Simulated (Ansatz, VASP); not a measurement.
**One calculation of Se, two programs**

```
Se
1.0
     4.39512    0.00000    0.00000
    -2.19756    3.80628    0.00000
     0.00000    0.00000    4.98641
Se
3
Direct
  0.22540 0.00000 0.33333
  0.00000 0.22540 0.66667
  0.77460 0.77460 0.00000
```

Change from the starting cell: volume scaled by 1.02.

Alike in both runs: task single point; functional PBE; k mesh 6 × 6 × 5; occupations fermi-dirac, width 0.03 eV; no spin polarisation.

|  | VASP | Ansatz |
| --- | --- | --- |
| version | VASP 6.6.1 | Ansatz 0.2.0 |
| potentials or method | VASP PAW PBE potentials, release 64 (Se), cutoff 520 eV | all-electron LAPW, scalar-relativistic |

|  | VASP | Ansatz | Ansatz less VASP |
| --- | --- | --- | --- |
| gap on the k mesh at the Fermi level (eV) | 1.32 | 1.33 | +0.007 |
| pressure (GPa) | 1.7 | 1.6 | -0.12 |
| traceless stress, the component that is largest in VASP (GPa) | 0.77 | 0.72 | -0.048 |
| rms of the force components (eV/Å) | 0.131 | 0.111 | -0.0202 |

Atom by atom the forces differ by 0.020 eV/Å (rms over components). Ansatz ran all-electron here, and VASP with PAW potentials.
